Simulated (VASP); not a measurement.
Runs of VASP 6.6.1 on GaAs. The structure is that of space group F-43m (No. 216), or close to it. The cells are those of the table. 

```csv
task,cell,cutoff (eV),smearing,gap on the mesh (eV),pressure (GPa),relaxed volume (Å³/atom)
relaxation of cell and atoms,"relaxed from a = 3.962 Å, angles 60.0°, 2 atoms",600,gaussian 0.02 eV,0.50,0.0,(a)
single point,"a = 3.962 Å, angles 60.0°, 2 atoms",520,gaussian 0.02 eV,0.54,0.3,-
relaxation of cell and atoms,"relaxed from a = 4.066 Å, angles 60.0°, 2 atoms",600,gaussian 0.1 eV,0.50,0.0,22.09
single point,"a = 3.962 Å, angles 60.0°, 2 atoms",520,gaussian 0.1 eV,0.54,0.3,-
```

Alike in all rows: level LDA; potentials or basis VASP PAW LDA potentials, release 64 (Ga_d, As); no spin polarisation; k mesh 12 × 12 × 12.

Task: Fill in the values left out.

Result: (a) 22.08.

A k mesh can miss the band edges, and the runs leave out spin-orbit coupling on As, Ga.
